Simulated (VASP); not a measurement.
# Al12C in VASP: a series of runs

The runs below take Al12C through single point, with PBE.

All numbers are computed with VASP 6.6.1; they aren't measurements. Logs are shortened: lines on timing, memory, paths and dates and some standing lists are left out, and cuts for length are marked.

## Step 1: The cell of the first run

The cell holds a slab with vacuum, 13 atoms: a = 5.714 Å, b = 5.714 Å, c = 20.101 Å, α = 90.00°, β = 90.00°, γ = 120.00°.

## Step 2: Single point, PBE

Input file INCAR:

```
SYSTEM = Al12C
ALGO = Normal
DIPOL = 0.5 0.5 0.329
EDIFF = 1E-6
ENCUT = 520
GGA = PE
IDIPOL = 3
ISIF = 2
ISMEAR = 0
LASPH = .TRUE.
LCHARG = .FALSE.
LDIPOL = .TRUE.
LREAL = .FALSE.
LWAVE = .FALSE.
NBANDS = 32
NELM = 100
PREC = Accurate
SIGMA = 0.1
```

Input file KPOINTS:

```
k-points
0
G
  6 6 1
  0 0 0
```

Input file POSCAR:

```
Al12C
1.0
    5.7135165837      0.0000000000      0.0000000000
   -2.8567582918      4.9480505064      0.0000000000
    0.0000000000      0.0000000000     20.1013782189
Al C
12 1
Direct
    0.3333333333      0.1666666667      0.1989913307
    0.3333333333      0.6666666667      0.1989913307
    0.8333333333      0.1666666667      0.1989913307
    0.8333333333      0.6666666667      0.1989913307
    0.1666666667      0.3333333333      0.3134471524
    0.1666666667      0.8333333333      0.3134471524
    0.6666666667      0.3333333333      0.3134471524
    0.6666666667      0.8333333333      0.3134471524
    0.0000000000      0.0000000000      0.4278999243
    0.0000000000      0.5000000000      0.4278999243
    0.5000000000      0.0000000000      0.4278999243
    0.5000000000      0.5000000000      0.4278999243
    0.0000000000      0.0833333333      0.5181500494
```

Potentials or basis: VASP PAW PBE potentials, release 64 (Al, C).

On the command line:

```bash
$ cat potpaw_PBE.64/Al/POTCAR potpaw_PBE.64/C/POTCAR > POTCAR
$ mpirun -np 1 vasp_std > vasp.out
```

OUTCAR:

```text
SYSTEM = Al12C
   EDIFF = 1E-6
   ENCUT = 520
   GGA = PE
   ISIF = 2
   ISMEAR = 0
   LASPH = .TRUE.
   LREAL = .FALSE.
   NELM = 100
   PREC = Accurate

 ion  position               nearest neighbor table
   1  0.333  0.167  0.199-   5 2.83   6 2.83   7 2.83   2 2.86   2 2.86   3 2.86   3 2.86   4 2.86
                             4 2.86
   2  0.333  0.667  0.199-   6 2.83   5 2.83   8 2.83   1 2.86   1 2.86   4 2.86   4 2.86   3 2.86
                             3 2.86
   3  0.833  0.167  0.199-   7 2.83   8 2.83   5 2.83   4 2.86   4 2.86   1 2.86   1 2.86   2 2.86
                             2 2.86
   4  0.833  0.667  0.199-   8 2.83   7 2.83   6 2.83   3 2.86   3 2.86   2 2.86   2 2.86   1 2.86
                             1 2.86
   5  0.167  0.333  0.313-   9 2.83  12 2.83  10 2.83   1 2.83   2 2.83   3 2.83   6 2.86   6 2.86
                             7 2.86   7 2.86   8 2.86   8 2.86
   6  0.167  0.833  0.313-  10 2.83  11 2.83   9 2.83   2 2.83   1 2.83   4 2.83   5 2.86   5 2.86
                             8 2.86   8 2.86   7 2.86   7 2.86
   7  0.667  0.333  0.313-  11 2.83  10 2.83  12 2.83   3 2.83   4 2.83   1 2.83   8 2.86   8 2.86
                             5 2.86   5 2.86   6 2.86   6 2.86
   8  0.667  0.833  0.313-  12 2.83   9 2.83  11 2.83   4 2.83   3 2.83   2 2.83   7 2.86   7 2.86
                             6 2.86   6 2.86   5 2.86   5 2.86
   9  0.000  0.000  0.428-  13 1.88   5 2.83   8 2.83   6 2.83  10 2.86  10 2.86  11 2.86  11 2.86
                            12 2.86  12 2.86
  10  0.000  0.500  0.428-   6 2.83   7 2.83   5 2.83   9 2.86   9 2.86  12 2.86  12 2.86  11 2.86
                            11 2.86
  11  0.500  0.000  0.428-   7 2.83   6 2.83   8 2.83  12 2.86  12 2.86   9 2.86   9 2.86  10 2.86
                            10 2.86
  12  0.500  0.500  0.428-   8 2.83   5 2.83   7 2.83  11 2.86  11 2.86  10 2.86  10 2.86   9 2.86
                             9 2.86
  13  0.000  0.083  0.518-   9 1.88

  LATTYP: Found a hexagonal cell.
 ALAT       =     5.7135165837
 C/A-ratio  =     3.5182147325

  Lattice vectors:

 A1 = (   5.7135165837,   0.0000000000,   0.0000000000)
 A2 = (  -2.8567582918,   4.9480505064,   0.0000000000)
 A3 = (   0.0000000000,   0.0000000000,  20.1013782189)

Analysis of symmetry for initial positions (statically):
=====================================================================
 Subroutine PRICEL returns:
 Original cell was already a primitive cell.

 Routine SETGRP: Setting up the symmetry group for a
 hexagonal supercell.

 Subroutine GETGRP returns: Found  1 space group operations
 (whereof  1 operations were pure point group operations)
 out of a pool of 24 trial point group operations.

The static configuration has the point symmetry C_1 .

Analysis of symmetry for dynamics (positions and initial velocities):
=====================================================================
 Subroutine PRICEL returns:
 Original cell was already a primitive cell.
[... 153 lines left out ...]
   IVDW    =     0    specifies the selected vdW correction
   LEPSILON=     F    determine dielectric tensor
   LRPA    =     F    only Hartree local field effects (RPA)
 non-spin polarized calculation
 Gauss-broadening in eV      SIGMA  =   0.10
  energy-cutoff  :      520.00
  volume of cell :      568.28
 maximum number of plane-waves:     15351
   NGX = 21   NGY = 21   NGZ = 75

 dipolmoment           0.000000      0.000000     -0.036119 electrons x Angstroem

 number of electron      40.0000001 magnetization

 dipolmoment           0.000000      0.000000      0.307065 electrons x Angstroem

 Free energy of the ion-electron system (eV)
  ---------------------------------------------------
  ext. energy  EPLUGINS =         0.00000000
  ---------------------------------------------------
  free energy    TOTEN  =       -46.40343994 eV

  energy without entropy =      -46.37308158  energy(sigma->0) =      -46.38826076

 E-fermi :  -0.1405     XC(G=0):  -4.6510

 val. band max:       -0.1488157793   @ k =   0.0000   0.5000   0.0000
 cond. band min:      -0.1208167162   @ k =  -0.3333   0.5000   0.0000
 fundamental gap:      0.0279990631
 Fermi energy:        -0.1405267099

 k-point     1 :       0.0000    0.0000    0.0000
  band No.  band energies     occupation
      1     -10.9166      2.00000
      2      -9.8785      2.00000
      3      -8.5281      2.00000
      4      -5.9720      2.00000
      5      -4.9565      2.00000
      6      -4.9479      2.00000
[... 689 lines left out ...]
     31       2.9654      0.00000
     32       3.1975      0.00000

------------------------ aborting loop because EDIFF is reached ----------------------------------------

 vacuum level on the upper side and lower side of the slab       (xc-potential included)         0.904        -0.985

  FORCE on cell =-STRESS in cart. coord.  units (eV):
  Direction    XX          YY          ZZ          XY          YZ          ZX
  --------------------------------------------------------------------------------------
  -------------------------------------------------------------------------------------
  Total       -4.1164860     -3.1455359      0.9650526     -0.0014110      2.0446285     -1.2718367
  in kB      -11.6057649     -8.8683285      2.7208093     -0.0039782      5.7644986     -3.5857373
  external PRESSURE =      -5.9177614 kB  Pullay stress =       0.0000000 kB

 VOLUME and BASIS-vectors are now :
 -----------------------------------------------------------------------------
  energy-cutoff  :      520.00
  volume of cell :      568.28
      direct lattice vectors                 reciprocal lattice vectors
     5.713516584  0.000000000  0.000000000     0.175023558  0.101049898  0.000000000
    -2.856758292  4.948050506  0.000000000     0.000000000  0.202099796  0.000000000
     0.000000000  0.000000000 20.101378219     0.000000000  0.000000000  0.049747833

 POSITION                                       TOTAL-FORCE (eV/Angst)
 -----------------------------------------------------------------------------------
      1.42838      0.82468      4.00000        -0.058700     -0.012673     -0.089419
     -0.00000      3.29870      4.00000         0.015212     -0.038394     -0.003426
      4.28514      0.82468      4.00000         0.070330     -0.017646     -0.122533
      2.85676      3.29870      4.00000        -0.002836      0.050541     -0.074788
      0.00000      1.64935      6.30072         0.021834     -0.023038      0.010436
     -1.42838      4.12338      6.30072        -0.092189      0.054758      0.068139
      2.85676      1.64935      6.30072         0.013051     -0.056612      0.054159
      1.42838      4.12338      6.30072         0.061901      0.028123      0.041908
      0.00000      0.00000      8.60138         0.320929     -0.605915     -1.230582
     -1.42838      2.47403      8.60138         0.236891     -0.282819      0.581955
      2.85676      0.00000      8.60138         0.196971     -0.083704      0.359318
      1.42838      2.47403      8.60138        -0.148978     -0.097754      0.387827
     -0.23806      0.41234     10.41553        -0.634415      1.085133      0.017007
 -----------------------------------------------------------------------------------
    total drift:                               -0.000007      0.000004     -0.000044

  FREE ENERGIE OF THE ION-ELECTRON SYSTEM (eV)
  ---------------------------------------------------
  free  energy   TOTEN  =       -46.4034399405 eV

  energy  without entropy=      -46.3730815816  energy(sigma->0) =      -46.38826076

 vacuum level on the upper side and lower side of the slab         5.641         3.675
```

Wall time 6.2 min (1 thread of Intel Xeon 6975P-C (Granite Rapids), shared host); peak memory 0.71 GiB.

Results:

* Free energy: -46.4034 eV
* Largest force: 1.409 eV/Å
* Band gap on the k mesh: zero (band 20 reaches 0.01 eV, above the bottom of band 21 at -0.56 eV)

Forces in eV/Å, atoms in the order of the input:
```
Al  -0.059 -0.013 -0.089
Al   0.015 -0.038 -0.003
Al   0.070 -0.018 -0.123
Al  -0.003  0.051 -0.075
Al   0.022 -0.023  0.010
Al  -0.092  0.055  0.068
Al   0.013 -0.057  0.054
Al   0.062  0.028  0.042
Al   0.321 -0.606 -1.231
Al   0.237 -0.283  0.582
Al   0.197 -0.084  0.359
Al  -0.149 -0.098  0.388
C   -0.634  1.085  0.017
```

## Step 3: Single point, PBE

Input file INCAR:

```
  PREC = Accurate
  ENCUT = 520
  EDIFF = 1E-6
  ISMEAR = 0
  SIGMA = 0.1
  LREAL = F
  LASPH = T
  NELM = 100
  ALGO = Normal
  ISIF = 2
  LWAVE = F
  LCHARG = F
  LDIPOL = T
  IDIPOL = 3
  DIPOL = 0.5 0.5 0.327
  GGA = PE
  NBANDS = 32
```

Input file KPOINTS:

```
regular mesh
0
Gamma
  6 6 1
```

Edit POSCAR of step 2 so:

```diff
@@ -20,2 +20,2 @@
     0.5000000000      0.5000000000      0.4278999243
-    0.0000000000      0.0833333333      0.5181500494
+    0.0833333333      0.3333333333      0.4913725043
```

Potentials or basis: VASP PAW PBE potentials, release 64 (Al, C).

On the command line:

```bash
$ cat potpaw_PBE.64/Al/POTCAR potpaw_PBE.64/C/POTCAR > POTCAR
$ mpirun -np 1 vasp_std > vasp.out
```

OUTCAR:

```text
PREC = Accurate
   ENCUT = 520
   EDIFF = 1E-6
   ISMEAR = 0
   LREAL = F
   LASPH = T
   NELM = 100
   ISIF = 2
   GGA = PE

 ion  position               nearest neighbor table
   1  0.333  0.167  0.199-   5 2.83   6 2.83   7 2.83   2 2.86   2 2.86   3 2.86   3 2.86   4 2.86
                             4 2.86
   2  0.333  0.667  0.199-   6 2.83   5 2.83   8 2.83   1 2.86   1 2.86   4 2.86   4 2.86   3 2.86
                             3 2.86
   3  0.833  0.167  0.199-   7 2.83   8 2.83   5 2.83   4 2.86   4 2.86   1 2.86   1 2.86   2 2.86
                             2 2.86
   4  0.833  0.667  0.199-   8 2.83   7 2.83   6 2.83   3 2.86   3 2.86   2 2.86   2 2.86   1 2.86
                             1 2.86
   5  0.167  0.333  0.313-   9 2.83  12 2.83  10 2.83   1 2.83   2 2.83   3 2.83   6 2.86   6 2.86
                             7 2.86   7 2.86   8 2.86   8 2.86
   6  0.167  0.833  0.313-  10 2.83  11 2.83   9 2.83   2 2.83   1 2.83   4 2.83   5 2.86   5 2.86
                             8 2.86   8 2.86   7 2.86   7 2.86
   7  0.667  0.333  0.313-  11 2.83  10 2.83  12 2.83   3 2.83   4 2.83   1 2.83   8 2.86   8 2.86
                             5 2.86   5 2.86   6 2.86   6 2.86
   8  0.667  0.833  0.313-  12 2.83   9 2.83  11 2.83   4 2.83   3 2.83   2 2.83   7 2.86   7 2.86
[... 929 lines left out ...]
  --------------------------------------------------------------------------------------
  -------------------------------------------------------------------------------------
  Total       -3.3233359     -3.9915150      2.6271175     -2.6866259     -2.7156704      3.4180029
  in kB       -9.3696069    -11.2534295      7.4067319     -7.5745062     -7.6563926      9.6365051
  external PRESSURE =      -4.4054348 kB  Pullay stress =       0.0000000 kB

 VOLUME and BASIS-vectors are now :
 -----------------------------------------------------------------------------
  energy-cutoff  :      520.00
  volume of cell :      568.28
      direct lattice vectors                 reciprocal lattice vectors
     5.713516584  0.000000000  0.000000000     0.175023558  0.101049898  0.000000000
    -2.856758292  4.948050506  0.000000000     0.000000000  0.202099796  0.000000000
     0.000000000  0.000000000 20.101378219     0.000000000  0.000000000  0.049747833

 POSITION                                       TOTAL-FORCE (eV/Angst)
 -----------------------------------------------------------------------------------
      1.42838      0.82468      4.00000        -0.067149      0.026461     -0.125249
     -0.00000      3.29870      4.00000        -0.013319     -0.085482     -0.138635
      4.28514      0.82468      4.00000         0.110164      0.069596     -0.157419
      2.85676      3.29870      4.00000         0.018971      0.012932     -0.196210
      0.00000      1.64935      6.30072         0.049042     -0.009502     -0.125557
     -1.42838      4.12338      6.30072        -0.050506     -0.051964      0.073483
      2.85676      1.64935      6.30072         0.012398     -0.005833      0.083012
      1.42838      4.12338      6.30072        -0.080248      0.043788      0.078800
      0.00000      0.00000      8.60138        -0.129305      0.419244      1.151418
     -1.42838      2.47403      8.60138        -2.069155      1.749567     -1.551420
      2.85676      0.00000      8.60138         0.066485      0.154664      0.012619
      1.42838      2.47403      8.60138        -0.576763     -0.237386      0.860973
     -0.47613      1.64935      9.87726         2.729386     -2.086084      0.034185
 -----------------------------------------------------------------------------------
    total drift:                                0.000059      0.000005     -0.000174

  FREE ENERGIE OF THE ION-ELECTRON SYSTEM (eV)
  ---------------------------------------------------
  free  energy   TOTEN  =       -48.3516367575 eV

  energy  without entropy=      -48.3210207353  energy(sigma->0) =      -48.33632875

 vacuum level on the upper side and lower side of the slab         5.327         3.885
```

OSZICAR:

```text
N       E                     dE             d eps       ncg     rms          rms(c)
DAV:   1     0.143965289222E+03    0.14397E+03   -0.12439E+04  1280   0.895E+02
DAV:   2    -0.359787889316E+02   -0.17994E+03   -0.17367E+03  1776   0.158E+02
DAV:   3    -0.520484136080E+02   -0.16070E+02   -0.15331E+02  2024   0.414E+01
[... 17 lines left out ...]
DAV:  21    -0.483516106268E+02   -0.52708E-04   -0.48309E-06  1392   0.503E-03    0.146E-03
DAV:  22    -0.483516281455E+02   -0.17519E-04   -0.13367E-06  1272   0.310E-03    0.754E-04
DAV:  23    -0.483516334037E+02   -0.52581E-05   -0.43056E-07  1200   0.195E-03    0.383E-04
DAV:  24    -0.483516365201E+02   -0.31164E-05   -0.34870E-07  1216   0.151E-03    0.169E-04
DAV:  25    -0.483516367575E+02   -0.23739E-06   -0.30324E-08  1072   0.773E-04
   1 F= -.48351637E+02 E0= -.48336329E+02  d E =-.306160E-01
```

Run time: 6 min. Hardware: 1 thread of Intel Xeon 6975P-C (Granite Rapids), shared host; peak memory 0.68 GiB.

What came out:

* Free energy: -48.3516 eV
* Largest force: 3.435 eV/Å
* Band gap on the k mesh: zero (band 20 reaches -0.09 eV, above the bottom of band 21 at -0.52 eV)

Forces on the atoms (eV/Å):
```
Al  -0.067  0.026 -0.125
Al  -0.013 -0.085 -0.139
Al   0.110  0.070 -0.157
Al   0.019  0.013 -0.196
Al   0.049 -0.010 -0.126
Al  -0.051 -0.052  0.073
Al   0.012 -0.006  0.083
Al  -0.080  0.044  0.079
Al  -0.129  0.419  1.151
Al  -2.069  1.750 -1.551
Al   0.066  0.155  0.013
Al  -0.577 -0.237  0.861
C    2.729 -2.086  0.034
```

## Step 4: Single point, PBE

Input file INCAR:

```
ALGO = Normal ; DIPOL = 0.5 0.5 0.327
EDIFF = 1E-6 ; ENCUT = 520
GGA = PE ; IDIPOL = 3
ISIF = 2 ; ISMEAR = 0
LASPH = T ; LCHARG = F
LDIPOL = T ; LREAL = F
LWAVE = F ; NBANDS = 32
NELM = 80 ; PREC = Accurate
SIGMA = 0.1
```

Input file KPOINTS:

```
k-points
0
Gamma
  6 6 1
```

Edit POSCAR of step 3 so:

```diff
@@ -20,2 +20,2 @@
     0.5000000000      0.5000000000      0.4278999243
-    0.0833333333      0.3333333333      0.4913725043
+    0.2500000000      0.1666666667      0.4921191011
```

Potentials or basis: VASP PAW PBE potentials, release 64 (Al, C).

On the command line:

```bash
$ cat potpaw_PBE.64/Al/POTCAR potpaw_PBE.64/C/POTCAR > POTCAR
$ mpirun -np 1 vasp_std > vasp.out
```

OUTCAR:

```text
EDIFF = 1E-6
   ENCUT = 520
   GGA = PE
   ISIF = 2
   ISMEAR = 0
   LASPH = T
   LREAL = F
   NELM = 80
   PREC = Accurate

 ion  position               nearest neighbor table
   1  0.333  0.167  0.199-   5 2.83   6 2.83   7 2.83   2 2.86   2 2.86   3 2.86   3 2.86   4 2.86
                             4 2.86
   2  0.333  0.667  0.199-   6 2.83   5 2.83   8 2.83   1 2.86   1 2.86   4 2.86   4 2.86   3 2.86
                             3 2.86
   3  0.833  0.167  0.199-   7 2.83   8 2.83   5 2.83   4 2.86   4 2.86   1 2.86   1 2.86   2 2.86
                             2 2.86
   4  0.833  0.667  0.199-   8 2.83   7 2.83   6 2.83   3 2.86   3 2.86   2 2.86   2 2.86   1 2.86
[... 948 lines left out ...]
     5.713516584  0.000000000  0.000000000     0.175023558  0.101049898  0.000000000
    -2.856758292  4.948050506  0.000000000     0.000000000  0.202099796  0.000000000
     0.000000000  0.000000000 20.101378219     0.000000000  0.000000000  0.049747833

 POSITION                                       TOTAL-FORCE (eV/Angst)
 -----------------------------------------------------------------------------------
      1.42838      0.82468      4.00000        -0.052129      0.013345     -0.227847
     -0.00000      3.29870      4.00000        -0.008513     -0.029684     -0.090871
      4.28514      0.82468      4.00000         0.018393     -0.006102     -0.119668
      2.85676      3.29870      4.00000        -0.042548      0.026205     -0.148572
      0.00000      1.64935      6.30072        -0.020376      0.008490     -0.090531
     -1.42838      4.12338      6.30072        -0.010575      0.007495     -0.043024
      2.85676      1.64935      6.30072        -0.032331     -0.032277     -0.031631
      1.42838      4.12338      6.30072         0.079520     -0.001891      0.063721
      0.00000      0.00000      8.60138        -1.618680     -1.551404     -1.415241
     -1.42838      2.47403      8.60138         0.058977     -0.074356      0.062231
      2.85676      0.00000      8.60138        -0.867108      0.349210      0.862943
      1.42838      2.47403      8.60138        -0.112575     -0.693859      1.151391
      0.95225      0.82468      9.89227         2.607945      1.984828      0.027099
 -----------------------------------------------------------------------------------
    total drift:                               -0.000083      0.000005     -0.000082

  FREE ENERGIE OF THE ION-ELECTRON SYSTEM (eV)
  ---------------------------------------------------
  free  energy   TOTEN  =       -48.3375816875 eV

  energy  without entropy=      -48.3039990664  energy(sigma->0) =      -48.32079038

 vacuum level on the upper side and lower side of the slab         5.415         3.831
```

OSZICAR:

```text
N       E                     dE             d eps       ncg     rms          rms(c)
DAV:   1     0.144457641675E+03    0.14446E+03   -0.12432E+04  1280   0.895E+02
DAV:   2    -0.355755263481E+02   -0.18003E+03   -0.17345E+03  1744   0.158E+02
DAV:   3    -0.520210016436E+02   -0.16445E+02   -0.15658E+02  2008   0.416E+01
[... 17 lines left out ...]
DAV:  21    -0.483375482925E+02   -0.86530E-04   -0.94618E-06  1440   0.670E-03    0.192E-03
DAV:  22    -0.483375673376E+02   -0.19045E-04   -0.12919E-06  1424   0.305E-03    0.115E-03
DAV:  23    -0.483375782032E+02   -0.10866E-04   -0.10273E-06  1208   0.274E-03    0.458E-04
DAV:  24    -0.483375812357E+02   -0.30325E-05   -0.34386E-07  1248   0.162E-03    0.177E-04
DAV:  25    -0.483375816875E+02   -0.45179E-06   -0.52291E-08  1088   0.841E-04
   1 F= -.48337582E+02 E0= -.48320790E+02  d E =-.335826E-01
```

Run time: 6.3 min. Hardware: 1 thread of Intel Xeon 6975P-C (Granite Rapids), shared host; peak memory 0.68 GiB.

What came out:

* Free energy: -48.3376 eV
* Largest force: 3.277 eV/Å
* Band gap on the k mesh: zero (band 20 reaches -0.18 eV, above the bottom of band 21 at -0.52 eV)

Forces on the atoms (eV/Å):
```
Al  -0.052  0.013 -0.228
Al  -0.009 -0.030 -0.091
Al   0.018 -0.006 -0.120
Al  -0.043  0.026 -0.149
Al  -0.020  0.008 -0.091
Al  -0.011  0.007 -0.043
Al  -0.032 -0.032 -0.032
Al   0.080 -0.002  0.064
Al  -1.619 -1.551 -1.415
Al   0.059 -0.074  0.062
Al  -0.867  0.349  0.863
Al  -0.113 -0.694  1.151
C    2.608  1.985  0.027
```
